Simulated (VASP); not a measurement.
A run of VASP 6.6.1 is set up as follows.

The input INCAR:

```
SYSTEM = Sr
ALGO = Normal
EDIFF = 1E-6
ENCUT = 520
GGA = CA
ISIF = 2
ISMEAR = 0
LASPH = .True.
LCHARG = .False.
LREAL = .False.
LWAVE = .False.
NBANDS = 11
NELM = 80
PREC = Accurate
SIGMA = 0.05
```

Contents of KPOINTS:

```
k-points
0
Gamma
  7 7 7
  0 0 0
```

The input POSCAR:

```
Sr
1.0
    0.0000000000      2.8904761122      2.8904761122
    2.8904761122      0.0000000000      2.8904761122
    2.8904761122      2.8904761122      0.0000000000
Sr
1
Direct
    0.0000000000      0.0000000000      0.0000000000
```

Potentials or basis: VASP PAW LDA potentials, release 64 (Sr_sv).

Command:

```bash
$ cat potpaw_LDA.64/Sr_sv/POTCAR > POTCAR
$ mpirun -np 1 vasp_std > vasp.out
```

**Question.** Predict the pressure.

**Answer.** 0.0 GPa.
